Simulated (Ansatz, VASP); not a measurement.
## One calculation of Pt, two programs

INCAR

```
ALGO = Fast ; EDIFF = 1E-7
ENCUT = 520 ; GGA = CA
ISIF = 2 ; ISMEAR = 0
LASPH = T ; LCHARG = F
LREAL = F ; LWAVE = F
NBANDS = 11 ; NELM = 60
PREC = Accurate ; SIGMA = 0.15
```

KPOINTS

```
k-points
0
Gamma
  22 22 22
```

POSCAR

```
Pt
1.0
   -0.9509831449      1.6582627256      1.6582627256
    1.6582627256     -0.9509831449      1.6582627256
    1.6582627256      1.6582627256     -0.9509831449
Pt
1
Direct
    0.0000000000      0.0000000000      0.0000000000
```

Input for Ansatz:

```yaml
crystal:
  lattice:
    - [-0.9509831449, 1.6582627256, 1.6582627256]
    - [1.6582627256, -0.9509831449, 1.6582627256]
    - [1.6582627256, 1.6582627256, -0.9509831449]
  atoms:
    - { symbol: Pt, position: [0.0, 0.0, 0.0] }
basis:
  ecutwfc: 420
kpoints:
  mp_grid: { grid: [22, 22, 22] }
hamiltonian:
  xc: lda
  pseudopotentials: { kind: paw, azcp: { folder: soft_1 } }
scf:
  occupations: { method: gaussian, width: 0.15 }
output:
  forces: true
  stress: true
  eigenvalues: true
```

Alike in both runs: task single point; functional LDA; k mesh 22 × 22 × 22; occupations gaussian, width 0.15 eV; no spin polarisation.

|  | VASP | Ansatz |
| --- | --- | --- |
| version | VASP 6.6.1 | Ansatz 0.2.0 |
| potentials or method | VASP PAW LDA potentials, release 64 (Pt), cutoff 520 eV | scalar-relativistic, plane waves, PAW |
| valence electrons in the cell | 10 | 18 |

Ansatz gave:

| Item | Value |
| --- | --- |
| gap on the k mesh at the Fermi level (eV) | none |
| pressure (GPa) | 12.9 |
| traceless stress, the component that is largest in VASP (GPa) | 0.25 |

Which values does VASP return?

gap on the k mesh at the Fermi level (eV): none; pressure (GPa): 13.5; traceless stress, the component that is largest in VASP (GPa): 0.20.

Ansatz warns that its potentials were made for another functional, while VASP's fit it. LDA's correlation is that of Perdew and Zunger in VASP and of Perdew and Wang (1992) in Ansatz. A gap of «none» marks a metal or a gap that the smearing closes. VASP's potentials hold 10 valence electrons a cell and Ansatz's 18, so a difference there can come from the potentials and not from the codes.

Neither program's run includes spin-orbit coupling.
